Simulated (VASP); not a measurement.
Set up this calculation in VASP 6.6.1, as the native input.

- Task: single point
- Functional: PBE
- Potentials or basis: VASP PAW PBE potentials, release 64 (Sr_sv, O)
- Cutoff: 520 eV
- k mesh: 9 × 9 × 9
- Occupations: gaussian, width 0.026 eV
- Spin: no spin polarisation
- Dipole correction: no
- Further INCAR settings: ALGO = Normal; EDIFF = 1e-07; NBANDS = 15

The structure of SrO lies in POSCAR:

```
SrO
1.0
    0.0000000000      2.5663000000      2.5663000000
    2.5663000000      0.0000000000      2.5663000000
    2.5663000000      2.5663000000      0.0000000000
Sr O
1 1
Direct
    0.5000000000      0.5000000000      0.5000000000
    0.0000000000      0.0000000000      0.0000000000
```

One way to write it, as run:

INCAR

```
SYSTEM = SrO
PREC = Accurate
ENCUT = 520
EDIFF = 1E-7
ISMEAR = 0
SIGMA = 0.026000000000000002
LREAL = .False.
LASPH = .True.
NELM = 100
ALGO = Normal
ISIF = 2
LWAVE = .False.
LCHARG = .True.
GGA = PE
LELF = .True.
LVHAR = .True.
NBANDS = 15
```

KPOINTS

```
Automatic mesh
0
Gamma
  9 9 9
  0 0 0
```

Potentials or basis: VASP PAW PBE potentials, release 64 (Sr_sv, O).

Launch:

```sh
$ cat potpaw_PBE.64/Sr_sv/POTCAR potpaw_PBE.64/O/POTCAR > POTCAR
$ mpirun -np 1 vasp_std > vasp.out
```

Results of the run:

* Pressure: 3.9 GPa
* Band gap on the k mesh: 3.32 eV, indirect (least direct gap 3.41 eV)

It took 29 s on 1 thread of Intel(R) Xeon(R) Platinum 8488C (Sapphire Rapids), with other jobs on the host, peak memory 0.16 GiB.
